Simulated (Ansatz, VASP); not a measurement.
**GaS3: VASP beside Ansatz**

```
Ga S
1.0
     6.17576    0.00000    0.00000
    -3.08788    5.34837    0.00000
     0.00000    0.00000    4.95700
Ga S
2 6
Direct
  0.33333 0.66667 0.25000
  0.66667 0.33333 0.75000
  0.83300 0.66600 0.25000
  0.16700 0.83300 0.75000
  0.33400 0.16700 0.25000
  0.16700 0.33400 0.75000
  0.83300 0.16700 0.25000
  0.66600 0.83300 0.75000
```

Alike in both runs: task relaxation of cell and atoms; functional PBE; k mesh 3 × 3 × 4; occupations gaussian, width 0.1 eV; no spin polarisation.

```csv
,VASP,Ansatz
version,VASP 6.6.1,Ansatz 0.2.0
potentials or method,"VASP PAW PBE potentials, release 64 (Ga_d, S), cutoff 600 eV","scalar-relativistic, plane waves, PAW"
valence electrons in the cell,62,62
```

```csv
,VASP,Ansatz,Ansatz less VASP
"gap on the k mesh at the Fermi level, each at its own relaxed structure (eV)",none,none,-
relaxed volume (Å³/atom),18.93,18.81,-0.125
relaxed length of the cell vector where the two differ most in proportion (Å),7.243,7.225,-0.0174
```

A gap of «none» marks a metal or a gap that the smearing closes.

The k mesh is coarse, so the values compare programs but aren't converged.
